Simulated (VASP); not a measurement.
Runs of VASP 6.6.1 on AgCl. It takes space group Fm-3m (No. 225, cubic). The conventional cell has a = 5.546 Å, b = 5.546 Å, c = 5.546 Å, α = 90.00°, β = 90.00°, γ = 90.00°. Ag (site symmetry m-3m) has 6 Cl at 2.77 Å within 3.7 Å. Within 3.7 Å of Cl (site symmetry m-3m) lie 6 Ag at 2.77 Å. 

```tsv
k mesh	smearing	gap on the mesh (eV)	pressure (GPa)
6 × 6 × 6	fermi-dirac 0.001 eV	0.73	-2.7
6 × 6 × 6, shifted	gaussian 0.01 eV	1.19	-2.7
6 × 6 × 6	tetrahedron	0.73	-2.7
6 × 6 × 6	gaussian 0.01 eV	0.73	-2.7
3 × 3 × 3	gaussian 0.01 eV	1.11	-2.2
6 × 6 × 6	gaussian 0.05 eV	0.73	-2.7
6 × 6 × 6	methfessel-paxton 0.5 eV	0.73	(a)
```

Alike in all rows: task single point; level PBEsol; potentials or basis VASP PAW PBE potentials, release 64 (Ag, Cl); no spin polarisation; cell as given; cutoff (eV) 500.

Fill in the values left out.

(a) -2.8.

Caveats: some runs use coarse meshes; the PAW data sets were made with another functional, which shifts forces and pressure a little; a shifted mesh leaves out Γ, where band edges can lie (at least some runs); an odd mesh through Γ misses points on the zone boundary, where band edges can lie (at least some runs).

A k mesh can miss the band edges, and the runs leave out spin-orbit coupling on Ag.
